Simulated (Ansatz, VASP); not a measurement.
Hg in VASP and in Ansatz

Contents of INCAR:

```
PREC     = Accurate       # precision mode
ENCUT    = 550            # plane-wave cutoff, eV
EDIFF    = 1E-6           # SCF threshold, eV
ISMEAR   = 0              # smearing method
SIGMA    = 0.2            # smearing width, eV
LREAL    = F              # projectors in reciprocal space
LASPH    = T              # aspherical terms in the spheres
NELM     = 120            # most SCF steps
ALGO     = Normal         # electronic algorithm
ISIF     = 2              # what is computed and relaxed
LWAVE    = F              # write WAVECAR
LCHARG   = F              # write CHGCAR
GGA      = CA             # functional
NBANDS   = 16             # bands
GGA_COMPAT= F
```

File KPOINTS:

```
Automatic mesh
0
Gamma
  11 11 11
```

File POSCAR:

```
Hg
1.0
    1.7463233735      1.0082402698      2.1478810803
   -1.7463233735      1.0082402698      2.1478810803
    0.0000000000     -2.0164805396      2.1478810803
Hg
1
Direct
    0.0000000000      1.0000000000      0.0000000000
```

Input for Ansatz:

```yaml
crystal:
  lattice:
    - [1.7463233735, 1.0082402698, 2.1478810803]
    - [-1.7463233735, 1.0082402698, 2.1478810803]
    - [0.0, -2.0164805396, 2.1478810803]
  atoms:
    - { symbol: Hg, position: [0.0, 1.0, 0.0] }
hamiltonian:
  xc: lda
  pseudopotentials:
    kind: paw
    azcp:
      Hg: "pseudopotentials/Hg.paw.azcp"
basis:
  ecutwfc: 420
  fft_grid_basis: typed
kpoints:
  mp_grid: { grid: [11, 11, 11], shift: [0, 0, 0] }
magnetization:
  spin_polarized: false
scf:
  occupations: { method: gaussian, width: 0.2 }
  lower_state_search: "off"
output:
  stress: true
  write_density: true
  write_potential: true
  elf: true
  volumetric_format: npy
```

Alike in both runs: task single point; functional LDA; k mesh 11 × 11 × 11; occupations gaussian, width 0.2 eV; no spin polarisation.

```csv
,VASP,Ansatz
version,VASP 6.6.1,Ansatz 0.2.0
potentials or method,"VASP PAW LDA potentials, release 64 (Hg_sv_GW), cutoff 550 eV","plane waves (420 eV) with PAW, scalar-relativistic"
valence electrons in the cell,20,20
```

VASP gave:

| Quantity | Value |
| --- | --- |
| pressure (GPa) | 0.0 |
| traceless stress, the component that is largest in VASP (GPa) | 0.14 |

Task: Which values does Ansatz return?

Result: Pressure (GPa): 0.0; traceless stress, the component that is largest in VASP (GPa): 0.01.

Ansatz warns that its potentials were made for another functional, while VASP's fit it. LDA's correlation is that of Perdew and Zunger in VASP and of Perdew and Wang (1992) in Ansatz.

Spin-orbit coupling is off throughout.
